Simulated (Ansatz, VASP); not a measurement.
## One calculation of ZnO, two programs

The input POSCAR:

```
ZnO
1.0
   -0.0128026223      2.1316366160      2.1316366160
    2.1316366160     -0.0128026223      2.1316366160
    2.1316366160      2.1316366160     -0.0128026223
Zn O
1 1
Direct
    0.0000000000      0.0000000000      0.0000000000
    0.5000000000      0.5000000000      0.5000000000
```

The input INCAR.step1:

```
SYSTEM = ZnO
  PREC = Accurate
  ENCUT = 520
  ISMEAR = 0
  SIGMA = 0.01
  LREAL = .False.
  LASPH = .True.
  NELM = 60
  NBANDS = 16
  GGA = PE
  ALGO = Normal
  EDIFF = 1E-4
  LWAVE = .True.
  LCHARG = .False.
```

File INCAR.step2:

```
SYSTEM = ZnO
  PREC = Accurate
  ENCUT = 520
  EDIFF = 1E-6
  ISMEAR = 0
  SIGMA = 0.01
  LREAL = .False.
  LASPH = .True.
  NELM = 60
  ALGO = Normal
  ISIF = 2
  LWAVE = .False.
  LCHARG = .False.
  METAGGA = R2SCAN
  LMIXTAU = .True.
  NBANDS = 16
  ISTART = 1
```

The input KPOINTS:

```
Automatic mesh
0
Gamma
  10 10 10
  0 0 0
```

Input for Ansatz:

```yaml
crystal:
  lattice:
    - [-0.0128026223, 2.131636616, 2.131636616]
    - [2.131636616, -0.0128026223, 2.131636616]
    - [2.131636616, 2.131636616, -0.0128026223]
  atoms:
    - { symbol: Zn, position: [0.0, 0.0, 0.0] }
    - { symbol: O, position: [0.5, 0.5, 0.5] }
kpoints:
  mp_grid: { grid: [10, 10, 10] }
  band_path:
    path:
      - [0.0, 0.0, 0.0]
      - [0.5, 0.0, 0.5]
      - [0.625, 0.25, 0.625]
      - [0.375, 0.375, 0.75]
      - [0.5, 0.5, 0.5]
      - [0.5, 0.25, 0.75]
    npoints: 1
hamiltonian:
  xc: r2scan
scf:
  occupations: { method: fixed }
  n_extra_bands: 4
output:
  forces: true
  stress: true
  eigenvalues: true
```

Change from the starting cell: epitaxial_111 strain +0.5%.

Alike in both runs: task single point; functional r2SCAN; k mesh 10 × 10 × 10; no spin polarisation.

|  | VASP | Ansatz |
| --- | --- | --- |
| version | VASP 6.6.1 | Ansatz 0.2.0 |
| potentials or method | VASP PAW PBE potentials, release 64 (Zn, O) | plane waves, PAW |
| plane-wave cutoff (eV) | 520 | 500 |
| occupations | gaussian, width 0.01 eV | fixed |
| valence electrons in the cell | 18 | 18 |

|  | VASP | Ansatz | Ansatz less VASP |
| --- | --- | --- | --- |
| gap on the k mesh at the Fermi level (eV) | 1.51 | 1.53 | +0.020 |
| pressure (GPa) | 0.3 | -1.1 | -1.46 |
| traceless stress, the component that is largest in VASP (GPa) | 0.52 | 0.56 | +0.041 |

VASP's potentials were made for PBE, not for r2SCAN.
